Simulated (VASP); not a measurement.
# Ga (I4/mmm) in VASP: single point with PBE-based screened hybrid with 25 % exact exchange

Aim: the single point of Ga with PBE-based screened hybrid with 25 % exact exchange.

All numbers are computed with VASP 6.6.1; they aren't measurements. Logs are shortened: lines on timing, memory, paths and dates and some standing lists are left out, and cuts for length are marked.

**1. The cell of the first run**

Symmetry: I4/mmm, No. 139, tetragonal system. Conventional cell: a = 2.909 Å, b = 2.909 Å, c = 4.233 Å, α = 90.00°, β = 90.00°, γ = 90.00°. Ga (site symmetry 4/mmm) has 12 Ga at 2.91 to 2.95 Å within 3.8 Å.

**2. Single point, PBE-based screened hybrid with 25 % exact exchange**

Contents of POSCAR:

```
Ga
1.0
   -1.4543225158      1.4543225158      2.1163025272
    1.4543225158     -1.4543225158      2.1163025272
    1.4543225158      1.4543225158     -2.1163025272
Ga
1
Direct
    0.0000000000      0.0000000000      0.0000000000
```

Contents of INCAR.step1:

```
SYSTEM = Ga
ALGO = Normal
EDIFF = 1E-5
ENCUT = 520
GGA = PE
ISIF = 2
ISMEAR = -1
LASPH = .TRUE.
LCHARG = .FALSE.
LREAL = .FALSE.
LWAVE = .TRUE.
NBANDS = 12
NELM = 60
PREC = Accurate
SIGMA = 0.05
```

Contents of INCAR.step2:

```
SYSTEM = Ga
AEXX = 0.25
ALGO = Normal
EDIFF = 1E-6
ENCUT = 520
GGA = PE
HFSCREEN = 0.3
ISIF = 2
ISMEAR = -1
ISTART = 1
LASPH = .TRUE.
LCHARG = .FALSE.
LHFCALC = .TRUE.
LREAL = .FALSE.
LWAVE = .FALSE.
NBANDS = 12
NELM = 60
PREC = Accurate
PRECFOCK = Normal
SIGMA = 0.05
```

Contents of KPOINTS:

```
k-points
0
G
  7 7 7
  0 0 0
```

Potentials or basis: VASP PAW PBE potentials, release 64 (Ga_d).

Launch:

```bash
$ cat potpaw_PBE.64/Ga_d/POTCAR > POTCAR
$ cp INCAR.step1 INCAR
$ mpirun -np 1 vasp_std > vasp.out
$ cp INCAR.step2 INCAR
$ mpirun -np 1 vasp_std > vasp.out
```

OUTCAR:

```text
SYSTEM = Ga
   AEXX = 0.25
   EDIFF = 1E-6
   ENCUT = 520
   GGA = PE
   HFSCREEN = 0.3
   ISIF = 2
   ISMEAR = -1
   ISTART = 1
   LASPH = .TRUE.
   LHFCALC = .TRUE.
   LREAL = .FALSE.
   NELM = 60
   PREC = Accurate
   PRECFOCK = Normal

 ion  position               nearest neighbor table
   1  0.000  0.000  0.000-

  LATTYP: Found a body centered tetragonal cell.
 ALAT       =     2.9086450316
 C/A-ratio  =     1.4551810236

  Lattice vectors:

 A1 = (  -1.4543225158,   1.4543225158,   2.1163025272)
 A2 = (   1.4543225158,  -1.4543225158,   2.1163025272)
 A3 = (   1.4543225158,   1.4543225158,  -2.1163025272)

Analysis of symmetry for initial positions (statically):
=====================================================================
 Subroutine PRICEL returns:
 Original cell was already a primitive cell.

 Routine SETGRP: Setting up the symmetry group for a
 body centered tetragonal supercell.

 Subroutine GETGRP returns: Found 16 space group operations
 (whereof 16 operations were pure point group operations)
 out of a pool of 16 trial point group operations.

The static configuration has the point symmetry D_4h.

Analysis of symmetry for dynamics (positions and initial velocities):
=====================================================================
 Subroutine PRICEL returns:
 Original cell was already a primitive cell.

 Routine SETGRP: Setting up the symmetry group for a
 body centered tetragonal supercell.

 Subroutine GETGRP returns: Found 16 space group operations
 (whereof 16 operations were pure point group operations)
 out of a pool of 16 trial point group operations.

The dynamic configuration has the point symmetry D_4h.

 Subroutine INISYM returns: Found 16 space group operations
 (whereof 16 operations are pure point group operations),
 and found     1 'primitive' translations

----------------------------------------------------------------------------------------

                                     Primitive cell

  volume of cell :      17.9044

  direct lattice vectors                    reciprocal lattice vectors
    -1.454322516  1.454322516  2.116302527     0.000000000  0.343802695  0.236261117
     1.454322516 -1.454322516  2.116302527     0.343802695  0.000000000  0.236261117
     1.454322516  1.454322516 -2.116302527     0.343802695  0.343802695  0.000000000

  length of vectors
     2.951075117  2.951075117  2.951075117     0.417156576  0.417156576  0.486210434

  position of ions in fractional coordinates (direct lattice)
     0.000000000  0.000000000  0.000000000

  ion indices of the primitive-cell ions
   primitive index   ion index
                 1           1

----------------------------------------------------------------------------------------

 KPOINTS: k-points

Automatic generation of k-mesh.
 Grid dimensions read from file:
 generate k-points for:    7    7    7

 Generating k-lattice:

  Cartesian coordinates                     Fractional coordinates (reciprocal lattice)
     0.000000000  0.049114671  0.033751588     0.142857143  0.000000000  0.000000000
     0.049114671  0.000000000  0.033751588     0.000000000  0.142857143  0.000000000
     0.049114671  0.049114671  0.000000000     0.000000000  0.000000000  0.142857143

  Length of vectors
     0.059593797  0.059593797  0.069458633

  Shift w.r.t. Gamma in fractional coordinates (k-lattice)
     0.000000000  0.000000000  0.000000000

 Subroutine IBZKPT returns following result:
 ===========================================

 Found     40 irreducible k-points:

 Following reciprocal coordinates:
            Coordinates               Weight
  0.000000  0.000000  0.000000      1.000000
  0.142857  0.000000 -0.000000      8.000000
  0.285714  0.000000  0.000000      8.000000
  0.428571  0.000000 -0.000000      8.000000
  0.142857  0.142857 -0.000000      8.000000
  0.285714  0.142857 -0.000000     16.000000
[... 16 lines left out ...]
 -0.142857  0.285714  0.142857      8.000000
 -0.428571  0.428571  0.142857      8.000000
 [... further k-points ...]
   k-points           NKPTS =     40   k-points in BZ     NKDIM =    343   number of bands    NBANDS=     12
   number of dos      NEDOS =    301   number of ions     NIONS =      1
   total plane-waves  NPLWV =  13824
   dimension x,y,z NGX =    24 NGY =   24 NGZ =   24
   dimension x,y,z NGXF=    48 NGYF=   48 NGZF=   48
   ions per type =               1
   NGX,Y,Z   is equivalent  to a cutoff of  13.52, 13.52, 13.52 a.u.
   NGXF,Y,Z  is equivalent  to a cutoff of  27.04, 27.04, 27.04 a.u.
 SYSTEM =  Ga
   PREC   = accura    normal or accurate (medium, high low for compatibility)
   ISTART =      1    job   : 0-new  1-cont  2-samecut
   ICHARG =      0    charge: 1-file 2-atom 10-const
   ISPIN  =      1    spin polarized calculation?
   LNONCOLLINEAR =      F non collinear calculations
   LSORBIT =      F    spin-orbit coupling
   LASPH  =      T    aspherical Exc in radial PAW
   ENCUT  =  520.0 eV  38.22 Ry    6.18 a.u.   5.49  5.49  5.49*2*pi/ulx,y,z
   NELM   =     60;   NELMIN=  2; NELMDL=  0     # of ELM steps
   EDIFF  = 0.1E-05   stopping-criterion for ELM
   LREAL  =      F    real-space projection
   EDIFFG = 0.1E-04   stopping-criterion for IOM
   NSW    =      0    number of steps for IOM
   IBRION =     -1    ionic relax: 0-MD 1-quasi-New 2-CG
   NFREE  =      0    steps in history (QN), initial steepest desc. (CG)
   ISIF   =      2    stress and relaxation
   ISYM   =      3    0-nonsym 1-usesym 2-fastsym
   POTIM  = 0.5000    time-step for ionic-motion
   TEBEG  =    0.0;   TEEND  =   0.0 temperature during run
   PSTRESS=    0.0 pullay stress
   NELECT =      13.0000    total number of electrons
   NUPDOWN=      -1.0000    fix difference up-down
   EMIN   =  10.00;   EMAX   =-10.00  energy-range for DOS
   EFERMI =   0.00;   METHOD = LEGACY
   ISMEAR =    -1;   SIGMA  =   0.05  broadening in eV -4-tet -1-fermi 0-gaus
   EFERMI_NEDOS =   21; number of points for ismear=-14 and -15
   IALGO  =     38    algorithm
   IMIX   =      1    mixing-type and parameters
     AMIX     =   0.40;   BMIX     =  1.00
     AMIX_MAG =   1.60;   BMIX_MAG =  1.00
  volume/ion in A,a.u.               =      17.90       120.82
  Fermi-wavevector in a.u.,A,eV,Ry     =   1.471419  2.780578 29.457599  2.165072
  Thomas-Fermi vector in A             =   2.586557
   LORBIT       =      0    0 simple, 1 ext, 2 COOP (PROOUT), +10 PAW based schemes
   GGA     = PE    functional components
   LHFCALC =     T    Hartree Fock is set to
   PRECFOCK=normal    Normal, Fast or Accurate (Low or Medium for compatibility)
   ENCUT4O =  -1.0   cutoff for four orbital integrals eV
   NKREDX  =     1    reduce k-point grid by
   NKREDY  =     1    reduce k-point grid by
   NKREDZ  =     1    reduce k-point grid by
   AEXX    =    0.2500 exact exchange contribution
   HFSCREEN=    0.3000 screening length (either q_TF or 0.3 A-1)
   HFSCREENC=   0.3000 screening length for correlation (either q_TF or 0.3 A-1)
   ENCUTFOCK=  -1.0 apply spherical cutoff to Coloumb kernel
   IVDW    =     0    specifies the selected vdW correction
   LEPSILON=     F    determine dielectric tensor
   LRPA    =     F    only Hartree local field effects (RPA)
 non-spin polarized calculation
  energy-cutoff  :      520.00
  volume of cell :       17.90
 maximum number of plane-waves:       498
 NGX is ok and might be reduce to    24
  NGX = 18; NGY = 18; NGZ = 18

 number of electron      12.9999995 magnetization

 Free energy of the ion-electron system (eV)
  ---------------------------------------------------
  ext. energy  EPLUGINS =         0.00000000
  ---------------------------------------------------
  free energy    TOTEN  =        -3.21691819 eV

  energy without entropy =       -3.21574573  energy(sigma->0) =       -3.21633196

 E-fermi :   5.7929     XC(G=0):  -9.4120

 val. band max:        5.6574857978   @ k =  -0.4286   0.4286   0.2857
 cond. band min:       5.8946351887   @ k =  -0.4286  -0.4286   0.4286
 fundamental gap:      0.2371493909
 Fermi energy:         5.7928584787

 k-point     1 :       0.0000    0.0000    0.0000
  band No.  band energies     occupation
      1     -11.6710      2.00000
      2     -11.6514      2.00000
      3     -11.6514      2.00000
      4     -11.5426      2.00000
      5     -11.4980      2.00000
      6      -6.6720      2.00000
      7      19.8515      0.00000
      8      19.8516      0.00000
      9      19.9186      0.00000
     10      22.8982      0.00000
     11      23.2514      0.00000
     12      23.3969      0.00000

 k-point     2 :       0.1429    0.0000   -0.0000
  band No.  band energies     occupation
      1     -11.6681      2.00000
      2     -11.6412      2.00000
      3     -11.6288      2.00000
      4     -11.5391      2.00000
      5     -11.5017      2.00000
      6      -6.0616      2.00000
      7      14.8417      0.00000
      8      18.7737      0.00000
      9      18.9513      0.00000
     10      21.6798      0.00000
     11      24.8349      0.00000
     12      25.0600      0.00000

 k-point     3 :       0.2857    0.0000    0.0000
  band No.  band energies     occupation
      1     -11.6981      2.00000
      2     -11.6416      2.00000
      3     -11.6147      2.00000
      4     -11.4825      2.00000
      5     -11.4727      2.00000
      6      -4.2033      2.00000
      7       8.6689      0.00000
      8      17.5275      0.00000
      9      17.9929      0.00000
     10      21.3513      0.00000
     11      22.8898      0.00000
     12      23.9452      0.00000

 k-point     4 :       0.4286    0.0000   -0.0000
  band No.  band energies     occupation
      1     -11.7320      2.00000
      2     -11.6620      2.00000
      3     -11.6311      2.00000
      4     -11.4210      2.00000
      5     -11.4145      2.00000
      6      -1.0958      2.00000
      7       3.3105      2.00000
      8      16.9304      0.00000
      9      17.6249      0.00000
     10      21.3377      0.00000
     11      21.5631      0.00000
     12      22.2122      0.00000

 k-point     5 :       0.1429    0.1429   -0.0000
  band No.  band energies     occupation
      1     -11.6747      2.00000
      2     -11.6199      2.00000
      3     -11.6024      2.00000
      4     -11.5568      2.00000
      5     -11.4808      2.00000
      6      -5.0486      2.00000
      7      13.2320      0.00000
      8      13.2736      0.00000
      9      19.5826      0.00000
     10      23.0337      0.00000
     11      23.1645      0.00000
     12      24.3871      0.00000
[... 228 lines left out ...]
      1     -11.7572      2.00000
      2     -11.7095      2.00000
      3     -11.5115      2.00000
      4     -11.4465      2.00000
      5     -11.3793      2.00000
      6       1.6357      2.00000
      7       7.0002      0.00000
      8       8.4252      0.00000
      9       9.3856      0.00000
     10      19.3479      0.00000
     11      19.4465      0.00000
     12      28.0080      0.00000

 k-point    22 :      -0.2857    0.2857    0.1429
  band No.  band energies     occupation
      1     -11.7152      2.00000
      2     -11.6418      2.00000
      3     -11.5612      2.00000
      4     -11.5012      2.00000
      5     -11.4433      2.00000
      6      -2.4733      2.00000
      7       9.7528      0.00000
      8      10.0059      0.00000
      9      14.6097      0.00000
     10      20.8774      0.00000
     11      21.1205      0.00000
     12      26.1095      0.00000

 k-point    23 :      -0.1429    0.2857    0.1429
  band No.  band energies     occupation
      1     -11.6865      2.00000
      2     -11.6551      2.00000
      3     -11.5860      2.00000
      4     -11.4929      2.00000
      5     -11.4547      2.00000
      6      -2.6905      2.00000
      7       7.1429      0.00000
      8      12.2252      0.00000
      9      18.1036      0.00000
     10      20.9086      0.00000
     11      23.7484      0.00000
     12      24.3665      0.00000

 k-point    24 :      -0.4286    0.4286    0.1429
  band No.  band energies     occupation
      1     -11.7579      2.00000
      2     -11.7089      2.00000
      3     -11.4954      2.00000
      4     -11.4362      2.00000
      5     -11.4080      2.00000
      6       1.6786      2.00000
      7       6.9223      0.00000
      8       8.3551      0.00000
      9       9.0727      0.00000
     10      19.7228      0.00000
     11      19.7390      0.00000
     12      29.4172      0.00000

 [... further k-points ...]
[... 5 lines left out ...]
  --------------------------------------------------------------------------------------
  -------------------------------------------------------------------------------------
  Total        0.0338627      0.0338627      0.0324219      0.0000000     -0.0000000      0.0000000
  in kB        3.0302079      3.0302079      2.9012769      0.0000000     -0.0000000      0.0000000
  external PRESSURE =       2.9872309 kB  Pullay stress =       0.0000000 kB

 VOLUME and BASIS-vectors are now :
 -----------------------------------------------------------------------------
  energy-cutoff  :      520.00
  volume of cell :       17.90
      direct lattice vectors                 reciprocal lattice vectors
    -1.454322516  1.454322516  2.116302527     0.000000000  0.343802695  0.236261117
     1.454322516 -1.454322516  2.116302527     0.343802695  0.000000000  0.236261117
     1.454322516  1.454322516 -2.116302527     0.343802695  0.343802695  0.000000000

 POSITION                                       TOTAL-FORCE (eV/Angst)
 -----------------------------------------------------------------------------------
      0.00000      0.00000      0.00000        -0.000000     -0.000000      0.000000
 -----------------------------------------------------------------------------------
    total drift:                               -0.000011      0.000007     -0.000002

  FREE ENERGIE OF THE ION-ELECTRON SYSTEM (eV)
  ---------------------------------------------------
  free  energy   TOTEN  =        -3.2169181930 eV

  energy  without entropy=       -3.2157457321  energy(sigma->0) =       -3.21633196
```

Wall time 53 min (1 thread of Intel Xeon Platinum 8259CL at 2.50GHz (Skylake/Cascade Lake), shared host); peak memory 0.26 GiB.

What came out:

* Free energy: -3.2169 eV
* Pressure: 0.3 GPa
* Band gap on the k mesh: zero (an odd number of electrons rules out a gap without spin polarisation)

Caveat: the k points lie up to 0.37 Å⁻¹ apart, too coarse for converged energies and pressures of a metal; the PAW data sets were made with another functional, which shifts forces and pressure a little.

The gap in the log of VASP goes by the Fermi energy; the results here count the filled bands.